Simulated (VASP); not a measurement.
# LiCl (Fm-3m) in VASP: vibrations by perturbation theory with PBEsol

Aim: the vibrations by perturbation theory of LiCl with PBEsol.

Program: VASP 6.6.1. These are calculated values, not measurements. Logs are shortened: lines on timing, memory, paths and dates and some standing lists are left out, and cuts for length are marked.

### 1 The cell of the first run

The structure is cubic, space group Fm-3m (No. 225). Conventional cell: a = 4.644 Å, b = 4.644 Å, c = 4.644 Å, α = 90.00°, β = 90.00°, γ = 90.00°. Within 3.1 Å of Li (site symmetry m-3m) lie 6 Cl at 2.32 Å. Cl (site symmetry m-3m) has 6 Li at 2.32 Å within 3.1 Å.

### 2 Vibrations by perturbation theory, PBEsol

Input file INCAR:

```
  PREC = Accurate
  ENCUT = 520
  EDIFF = 1E-8
  ISMEAR = 0
  SIGMA = 0.01
  LREAL = False
  LASPH = True
  NELM = 60
  ALGO = Normal
  ISIF = 2
  LWAVE = False
  LCHARG = False
  GGA = PS
  IBRION = 8
  NSW = 1
  LEPSILON = True
```

Input file KPOINTS:

```
regular mesh
0
Gamma
  8 8 8
```

Input file POSCAR:

```
LiCl
1.0
    0.0000000000      2.3220964737      2.3220964737
    2.3220964737      0.0000000000      2.3220964737
    2.3220964737      2.3220964737      0.0000000000
Li Cl
1 1
Direct
    0.0000000000      0.0000000000      0.0000000000
    0.5000000000      0.5000000000      0.5000000000
```

Potentials or basis: VASP PAW PBE potentials, release 64 (Li_sv, Cl).

The run is started by

```bash
cat potpaw_PBE.64/Li_sv/POTCAR potpaw_PBE.64/Cl/POTCAR > POTCAR
mpirun -np 1 vasp_std > vasp.out
```

OUTCAR:

```text
PREC = Accurate
   ENCUT = 520
   EDIFF = 1E-8
   ISMEAR = 0
   LREAL = False
   LASPH = True
   NELM = 60
   ISIF = 2
   GGA = PS
   IBRION = 8
   NSW = 1
   LEPSILON = True

 ion  position               nearest neighbor table
   1  0.000  0.000  0.000-   2 2.32   2 2.32   2 2.32   2 2.32   2 2.32   2 2.32
   2  0.500  0.500  0.500-   1 2.32   1 2.32   1 2.32   1 2.32   1 2.32   1 2.32

  LATTYP: Found a face centered cubic cell.
 ALAT       =     4.6441929474

  Lattice vectors:

 A1 = (   0.0000000000,   2.3220964737,   2.3220964737)
 A2 = (   2.3220964737,   0.0000000000,   2.3220964737)
 A3 = (   2.3220964737,   2.3220964737,   0.0000000000)

Analysis of symmetry for initial positions (statically):
=====================================================================
 Subroutine PRICEL returns:
 Original cell was already a primitive cell.

 Routine SETGRP: Setting up the symmetry group for a
 face centered cubic supercell.

 Subroutine GETGRP returns: Found 48 space group operations
 (whereof 48 operations were pure point group operations)
 out of a pool of 48 trial point group operations.

The static configuration has the point symmetry O_h .

Analysis of symmetry for dynamics (positions and initial velocities):
=====================================================================
 Subroutine PRICEL returns:
 Original cell was already a primitive cell.

 Routine SETGRP: Setting up the symmetry group for a
 face centered cubic supercell.

 Subroutine GETGRP returns: Found 48 space group operations
 (whereof 48 operations were pure point group operations)
 out of a pool of 48 trial point group operations.

The dynamic configuration has the point symmetry O_h .

 Subroutine INISYM returns: Found 48 space group operations
 (whereof 48 operations are pure point group operations),
 and found     1 'primitive' translations

----------------------------------------------------------------------------------------

                                     Primitive cell

  volume of cell :      25.0421

  direct lattice vectors                    reciprocal lattice vectors
     0.000000000  2.322096474  2.322096474    -0.215322665  0.215322665  0.215322665
     2.322096474  0.000000000  2.322096474     0.215322665 -0.215322665  0.215322665
     2.322096474  2.322096474  0.000000000     0.215322665  0.215322665 -0.215322665

  length of vectors
     3.283940326  3.283940326  3.283940326     0.372949795  0.372949795  0.372949795

  position of ions in fractional coordinates (direct lattice)
     0.000000000  0.000000000  0.000000000
     0.500000000  0.500000000  0.500000000

  ion indices of the primitive-cell ions
   primitive index   ion index
                 1           1
                 2           2

----------------------------------------------------------------------------------------

 KPOINTS: regular mesh

Automatic generation of k-mesh.
 Grid dimensions read from file:
 generate k-points for:    8    8    8

 Generating k-lattice:

  Cartesian coordinates                     Fractional coordinates (reciprocal lattice)
    -0.026915333  0.026915333  0.026915333     0.125000000  0.000000000  0.000000000
     0.026915333 -0.026915333  0.026915333     0.000000000  0.125000000  0.000000000
     0.026915333  0.026915333 -0.026915333     0.000000000  0.000000000  0.125000000

  Length of vectors
     0.046618724  0.046618724  0.046618724

  Shift w.r.t. Gamma in fractional coordinates (k-lattice)
     0.000000000  0.000000000  0.000000000

 Subroutine IBZKPT returns following result:
 ===========================================

 Found     29 irreducible k-points:

 Following reciprocal coordinates:
            Coordinates               Weight
  0.000000  0.000000  0.000000      1.000000
  0.125000  0.000000  0.000000      8.000000
  0.250000  0.000000  0.000000      8.000000
[... 394 lines left out ...]
     0.000000000  2.322096474  2.322096474    -0.215322665  0.215322665  0.215322665
     2.322096474  0.000000000  2.322096474     0.215322665 -0.215322665  0.215322665
     2.322096474  2.322096474  0.000000000     0.215322665  0.215322665 -0.215322665

 POSITION                                       TOTAL-FORCE (eV/Angst)
 -----------------------------------------------------------------------------------
      0.00000      0.00000      0.00000         0.000000      0.000000      0.000000
      2.32210      2.32210      2.32210        -0.000000     -0.000000     -0.000000
 -----------------------------------------------------------------------------------
    total drift:                               -0.000000     -0.000000      0.000000

  FREE ENERGIE OF THE ION-ELECTRON SYSTEM (eV)
  ---------------------------------------------------
  free  energy   TOTEN  =        -7.3403684965 eV

  energy  without entropy=       -7.3403684965  energy(sigma->0) =       -7.34036850

 HEAD OF MICROSCOPIC STATIC DIELECTRIC TENSOR (INDEPENDENT PARTICLE, excluding Hartree and local field effects)
 ------------------------------------------------------
           3.873663    -0.000000     0.000000
          -0.000000     3.873663    -0.000000
          -0.000000     0.000000     3.873663
 ------------------------------------------------------

 Free energy of the ion-electron system (eV)
  ---------------------------------------------------
  ---------------------------------------------------
  free energy    TOTEN  =        -0.19038809 eV

  energy without entropy =       -0.19038809

------------------------ aborting loop because EDIFF is reached ----------------------------------------

--------------------------------------- Ionic step        2  -------------------------------------------

------------------------ aborting loop because EDIFF is reached ----------------------------------------

--------------------------------------- Ionic step        3  -------------------------------------------

------------------------ aborting loop because EDIFF is reached ----------------------------------------

 PIEZOELECTRIC TENSOR FIELD DIRECTION 3  (e Angst)
 -----------------------------------------------------------------------------
    -0.00033  0.00000  0.00000           ( -0.00000  0.00000  0.00000)
     0.00000 -0.00033 -0.00000           (  0.00000 -0.00000  0.00000)
     0.00000 -0.00000 -0.00032           (  0.00000  0.00000 -0.00000)

 PIEZOELECTRIC TENSOR FIELD DIRECTION 3  (C/m^2)
 -----------------------------------------------------------------------------
    -0.00021  0.00000  0.00000
     0.00000 -0.00021 -0.00000
     0.00000 -0.00000 -0.00021

--------------------------------------- Ionic step        4  -------------------------------------------

------------------------ aborting loop because EDIFF is reached ----------------------------------------

[... ionic steps 5 to 6 ...]

--------------------------------------- Ionic step        7  -------------------------------------------

 Free energy of the ion-electron system (eV)
  ---------------------------------------------------
  ---------------------------------------------------
  free energy    TOTEN  =        -0.18300090 eV

  energy without entropy =       -0.18300090

------------------------ aborting loop because EDIFF is reached ----------------------------------------

 INTERNAL STRAIN TENSOR  FOR ION    2  DIRECTION 1   (eV/Angst):
 -----------------------------------------------------------------------------
     0.00111 -0.00000 -0.00000
    -0.00000  0.01319 -0.00000
    -0.00000 -0.00000  0.01319

 MACROSCOPIC STATIC DIELECTRIC TENSOR (including local field effects in DFT)
 ------------------------------------------------------
           3.510852    -0.000000     0.000000
          -0.000000     3.510852     0.000000
          -0.000000    -0.000000     3.510852
 ------------------------------------------------------

 PIEZOELECTRIC TENSOR (including local field effects)  for field in x, y, z        (e  Angst)
          XX          YY          ZZ          XY          YZ          ZX
  --------------------------------------------------------------------------------
  x     0.00000     0.00000     0.00000     0.00000     0.00000     0.00000
  y     0.00000     0.00000     0.00000     0.00000     0.00000     0.00000
  z     0.00000     0.00000     0.00000     0.00000     0.00000     0.00000

 PIEZOELECTRIC TENSOR (including local field effects)  for field in x, y, z        (C/m^2)
          XX          YY          ZZ          XY          YZ          ZX
  --------------------------------------------------------------------------------
  x     0.00000     0.00000     0.00000     0.00000     0.00000     0.00000
  y     0.00000     0.00000     0.00000     0.00000     0.00000     0.00000
  z     0.00000     0.00000     0.00000     0.00000     0.00000     0.00000

 BORN EFFECTIVE CHARGES (including local field effects) (in |e|, cummulative output)
 ---------------------------------------------------------------------------------
 ion    1
    1     1.11251     0.00000     0.00000
    2    -0.00000     1.11251     0.00000
    3     0.00000     0.00000     1.11251
 ion    2
    1    -1.11251    -0.00000     0.00000
    2     0.00000    -1.11251     0.00000
    3     0.00000     0.00000    -1.11251

 INTERNAL STRAIN TENSOR FOR ION    2 for displacements in x,y,z  (eV/Angst):
          X           Y           Z          XY          YZ          ZX
  --------------------------------------------------------------------------------
  x     0.00000     0.00000     0.00000     0.00000     0.00000     0.00000
  y     0.00000     0.00000     0.00000     0.00000     0.00000     0.00000
  z     0.00000     0.00000     0.00000     0.00000     0.00000     0.00000

 SECOND DERIVATIVES (NOT SYMMETRIZED)
 ------------------------------------
               1X          1Y          1Z          2X          2Y          2Z
  1X    -3.157204    0.000000    0.000000    3.157204    0.000000    0.000000
  1Y     0.000000   -3.157204    0.000000    0.000000    3.157204    0.000000
  1Z     0.000000    0.000000   -3.157204    0.000000    0.000000    3.157204
  2X     3.201988    0.000000    0.000000   -3.201988    0.000000    0.000000
  2Y     0.000000    3.201988    0.000000    0.000000   -3.201988    0.000000
  2Z     0.000000    0.000000    3.201988    0.000000    0.000000   -3.201988

 Eigenvectors and eigenvalues of the dynamical matrix
 ----------------------------------------------------

   1 f  =   11.495590 THz    72.228922 2PiTHz  383.451605 cm-1    47.541918 meV
             X         Y         Z           dx          dy          dz
      0.000000  0.000000  0.000000     0.388121   -0.826028    0.000000
      2.322096  2.322096  2.322096    -0.173806    0.369907   -0.000000
[... 21 lines left out ...]
   6 f/i=    0.030198 THz     0.189740 2PiTHz    1.007299 cm-1     0.124889 meV
             X         Y         Z           dx          dy          dz
      0.000000  0.000000  0.000000     0.063509   -0.403099    0.022753
      2.322096  2.322096  2.322096     0.141820   -0.900147    0.050809

--------------------------------------------------------------------------------------------------------

 MACROSCOPIC STATIC DIELECTRIC TENSOR IONIC CONTRIBUTION
 ------------------------------------------------------
           2.812670    -0.000000    -0.000000
          -0.000000     2.812670    -0.000000
          -0.000000    -0.000000     2.812670
 ------------------------------------------------------

 ELASTIC MODULI CONTR FROM IONIC RELAXATION (kBar)
 Direction    XX          YY          ZZ          XY          YZ          ZX
 --------------------------------------------------------------------------------
 XX           0.0000      0.0000      0.0000      0.0000      0.0000      0.0000
 YY           0.0000      0.0000      0.0000      0.0000      0.0000      0.0000
 ZZ           0.0000      0.0000      0.0000      0.0000      0.0000      0.0000
 XY           0.0000      0.0000      0.0000      0.0000      0.0000      0.0000
 YZ           0.0000      0.0000      0.0000      0.0000      0.0000      0.0000
 ZX           0.0000      0.0000      0.0000      0.0000      0.0000      0.0000
 --------------------------------------------------------------------------------

 PIEZOELECTRIC TENSOR IONIC CONTR  for field in x, y, z        (C/m^2)
          XX          YY          ZZ          XY          YZ          ZX
  --------------------------------------------------------------------------------
  x     0.00000     0.00000     0.00000     0.00000     0.00000     0.00000
  y     0.00000     0.00000     0.00000     0.00000     0.00000     0.00000
  z     0.00000     0.00000     0.00000     0.00000     0.00000     0.00000
```

Run time: 4.2 min. Hardware: 1 thread of Intel Xeon 8259CL, shared host; peak memory 0.17 GiB.

What came out:

```yaml
Electronic_dielectric_tensor_diagonal: 3.51
Born_charges_mean_of_the_diagonal: Li +1.11; Cl -1.11 e
Highest_phonon_frequency_at_Γ_LO-TO_splitting_left_out: 383 cm⁻¹
```

Phonon frequencies in cm⁻¹ (negative: imaginary):
| q point | frequencies |
| --- | --- |
| (0.000, 0.000, 0.000) | -1 -1 -1 383 383 383 |

Electronic dielectric tensor:
```
3.51 0.00 0.00
0.00 3.51 0.00
0.00 0.00 3.51
```

Born effective charge tensors (e):
atom 1, Li
```
1.11 0.00 0.00
0.00 1.11 0.00
0.00 0.00 1.11
```
atom 2, Cl
```
-1.11  0.00  0.00
 0.00 -1.11  0.00
 0.00  0.00 -1.11
```

Caveat: the cell stands under pressure or tension, which shifts response properties.
